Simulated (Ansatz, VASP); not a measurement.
## Two plane-wave programs on Ta2As3

The input INCAR:

```
PREC = Accurate
ENCUT = 600
EDIFF = 1E-6
ISMEAR = 0
SIGMA = 0.1
LREAL = False
LASPH = True
NELM = 60
ALGO = Normal
ISIF = 3
LWAVE = False
LCHARG = False
GGA = PE
IBRION = 2
NSW = 100
EDIFFG = -0.01
```

Contents of KPOINTS:

```
regular mesh
0
Gamma
  12 12 8
```

The input POSCAR:

```
Ta2As3
1.0
    4.6275904906      0.0000000000      0.0000000000
   -2.3137952453      4.0076109232      0.0000000000
    0.0000000000      0.0000000000      5.1961950433
Ta As
2 3
Direct
    0.3333333333      0.6666666667      0.1347827684
    0.6666666667      0.3333333333      0.8652172316
    0.0000000000      0.0000000000      0.0000000000
    0.3333333333      0.6666666667      0.6397216438
    0.6666666667      0.3333333333      0.3602783562
```

Input for Ansatz:

```yaml
crystal:
  lattice:
    - [4.6275904906, 0.0, 0.0]
    - [-2.3137952453, 4.0076109232, 0.0]
    - [0.0, 0.0, 5.1961950433]
  atoms:
    - { symbol: Ta, position: [0.3333333333, 0.6666666667, 0.1347827684] }
    - { symbol: Ta, position: [0.6666666667, 0.3333333333, 0.8652172316] }
    - { symbol: As, position: [0.0, 0.0, 0.0] }
    - { symbol: As, position: [0.3333333333, 0.6666666667, 0.6397216438] }
    - { symbol: As, position: [0.6666666667, 0.3333333333, 0.3602783562] }
basis:
  ecutwfc: 420
kpoints:
  mp_grid: { grid: [12, 12, 8] }
hamiltonian:
  xc: pbe
scf:
  occupations: { method: gaussian, width: 0.1 }
output:
  forces: true
  stress: true
  eigenvalues: true
relax:
  adjacent_minimum: "off"
  f_tol: 0.01
  max_steps: 80
  cell: { stress_tol: 0.05 }
```

Alike in both runs: task relaxation of cell and atoms; functional PBE; k mesh 12 × 12 × 8; occupations gaussian, width 0.1 eV; no spin polarisation.

|  | VASP | Ansatz |
| --- | --- | --- |
| version | VASP 6.6.1 | Ansatz 0.2.0 |
| potentials or method | VASP PAW PBE potentials, release 64 (Ta_pv, As), cutoff 600 eV | scalar-relativistic, plane waves, PAW |
| valence electrons in the cell | 37 | 71 |

```csv
,VASP,Ansatz,Ansatz less VASP
"gap on the k mesh at the Fermi level, each at its own relaxed structure (eV)",none,none,-
relaxed volume (Å³/atom),19.40,19.35,-0.048
relaxed length of the cell vector where the two differ most in proportion (Å),4.645,4.641,-0.0041
```

A gap of «none» marks a metal or a gap that the smearing closes. VASP's potentials hold 37 valence electrons a cell and Ansatz's 71, so a difference there can come from the potentials and not from the codes.

Neither program's run includes spin-orbit coupling.
